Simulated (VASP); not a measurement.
**As: single point with PBE**

The system is As.

```
As
1.0
     2.71004   -0.01738   -0.01186
    -0.01738    2.72970    0.03326
    -0.01186    0.03326    2.67219
As
1
Direct
  0.48435 0.50553 0.49638
```

This cell differs from its parent crystal: the cell strained at random.

```yaml
Program: VASP 6.6.1
Task: single point
Functional: PBE
Potentials_or_basis: VASP PAW PBE potentials, release 64 (As)
Cutoff: 520 eV
k_mesh: 10 × 10 × 10
Occupations: fermi-dirac, width 0.05 eV
Spin: no spin polarisation
Dipole_correction: no
Further_INCAR_settings: ALGO = Normal; EDIFF = 1e-06; NBANDS = 8
```

The pressure is 2.4 GPa.

Stress tensor (GPa, compression positive):
```
 1.99  0.28  0.43
 0.28  0.59 -0.86
 0.43 -0.86  4.66
```

Levels at points of the mesh, in eV from the Fermi level:
```
           k point  band 1  band 2  band 3  band 4  band 5  band 6  band 7  band 8
(0.00, 0.00, 0.00)  -14.92    3.89    4.14    4.65    8.41    8.67   10.69   24.61
(0.50, 0.00, 0.00)  -11.81   -6.86    6.16    6.91   11.20   14.20   14.44   14.90
(0.00, 0.50, 0.00)  -11.92   -6.85    6.32    6.79   11.19   14.36   14.57   14.85
(0.50, 0.50, 0.00)   -8.69   -4.35   -4.13    2.55    8.93   16.51   17.80   18.05
(0.00, 0.00, 0.50)  -11.58   -6.90    6.31    6.58   11.23   14.01   14.30   14.70
(0.50, 0.00, 0.50)   -8.32   -4.30   -4.03    2.61    8.45   16.18   17.33   17.38
(0.00, 0.50, 0.50)   -8.45   -4.44   -3.94    2.60    8.62   16.41   17.29   17.70
(0.50, 0.50, 0.50)   -4.87   -2.06   -1.71   -1.50    5.74    6.05    6.26    9.62
```

It took 69 s on 1 thread of AMD EPYC 7571, on a shared host, peak memory 0.15 GiB.

Caveat: the cell differs from its parent crystal (the cell strained at random).
